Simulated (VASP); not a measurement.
## BAs: electric field gradients with r2SCAN

BAs:

```
B As
1.0
     0.00000    1.89575    1.89575
     1.89575    0.00000    1.89575
     1.89575    1.89575    0.00000
B As
1 1
Direct
  0.00000 0.00000 0.00000
  0.25000 0.25000 0.25000
```

This cell differs from its parent crystal: volume scaled by 0.5.

* Program: VASP 6.6.1
* Task: electric field gradients
* Functional: r2SCAN
* Potentials or basis: VASP PAW PBE potentials, release 64 (B, As)
* Cutoff: 520 eV
* k mesh: 13 × 13 × 13
* Occupations: fermi-dirac, width 0.05 eV
* Spin: no spin polarisation
* Dipole correction: no
* Further INCAR settings: ALGO = Normal; EDIFF = 1e-08; NBANDS = 11

- Pressure: 390.1 GPa
- Band gap on the k mesh: 0.52 eV, indirect (least direct gap 5.10 eV)

Levels at points of the mesh, in eV from the valence-band top:
| k point | band 1 | band 2 | band 3 | band 4 | band 5 | band 6 | band 7 | band 8 |
| --- | --- | --- | --- | --- | --- | --- | --- | --- |
| (0.00, 0.00, 0.00) | -24.79 | 0.00 | 0.00 | 0.00 | 5.24 | 5.24 | 5.24 | 12.92 |

It took 39 s on 1 thread of AMD EPYC 9R45 96-Core Processor (Zen 5), with other jobs on the host, peak memory 0.11 GiB.

Caveat: without QUAD_EFG the Cq values of the log hold for a quadrupole moment of 1 mb, not for the nuclei; the PAW data sets were made with another functional, which shifts forces and pressure a little. A k mesh can miss the band edges.
